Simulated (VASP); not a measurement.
Set up this calculation in VASP 6.6.1, as the native input.

```yaml
Task: relaxation of the atoms
Functional: PBEsol
Potentials_or_basis: VASP PAW PBE potentials, release 64 (Co, Si)
Cutoff: 520 eV
k_mesh: 8 × 8 × 8
Occupations: gaussian, width 0.1 eV
Spin: no spin polarisation
Dipole_correction: no
Further_INCAR_settings: ALGO = Normal; EDIFF = 1e-06; IBRION = 2; EDIFFG = -0.01; NSW = 50
```

The structure of CoSi lies in POSCAR:

```
CoSi
1.0
    4.2028662984      0.0000000000      0.0000000000
    0.0000000000      4.2028662984      0.0000000000
    0.0000000000      0.0000000000      4.2028662984
Co Si
4 4
Direct
    0.1478867652      0.1478867652      0.1478867652
    0.3521132348      0.8521132348      0.6478867652
    0.6478867652      0.3521132348      0.8521132348
    0.8521132348      0.6478867652      0.3521132348
    0.8442669631      0.8442669631      0.8442669631
    0.6557330369      0.1557330369      0.3442669631
    0.3442669631      0.6557330369      0.1557330369
    0.1557330369      0.3442669631      0.6557330369
```

One way to write it, as run:

INCAR

```
PREC     = Accurate       # precision mode
ENCUT    = 520            # plane-wave cutoff, eV
EDIFF    = 1E-6           # SCF threshold, eV
ISMEAR   = 0              # smearing method
SIGMA    = 0.1            # smearing width, eV
LREAL    = False          # projectors in reciprocal space
LASPH    = True           # aspherical terms in the spheres
NELM     = 80             # most SCF steps
ALGO     = Normal         # electronic algorithm
ISIF     = 2              # what is computed and relaxed
LWAVE    = False          # write WAVECAR
LCHARG   = False          # write CHGCAR
GGA      = PS             # functional
IBRION   = 2              # ionic algorithm
NSW      = 50             # ionic steps
EDIFFG   = -0.01          # ionic threshold
```

KPOINTS

```
Automatic mesh
0
Gamma
  8 8 8
```

Potentials or basis: VASP PAW PBE potentials, release 64 (Co, Si).

Command:

```sh
$ cat potpaw_PBE.64/Co/POTCAR potpaw_PBE.64/Si/POTCAR > POTCAR
$ mpirun -np 1 vasp_std > vasp.out
```

It gave:

```yaml
Energy_gained_by_relaxing: 0.1 meV/atom
Ionic_steps: 3
Pressure_after_relaxing: 41.8 GPa
Largest_force_after_relaxing: 0.008 eV/Å
Band_gap_on_the_k_mesh: zero (bands 26 and 27 overlap by 0.27 eV)
```

Caveat: the PAW data sets were made with another functional, which shifts forces and pressure a little; the run has no spin polarisation, though such a crystal can be magnetic.

Wall time 4.4 min on 1 thread of Intel Xeon 8259CL, with other jobs on the host, peak memory 0.23 GiB.
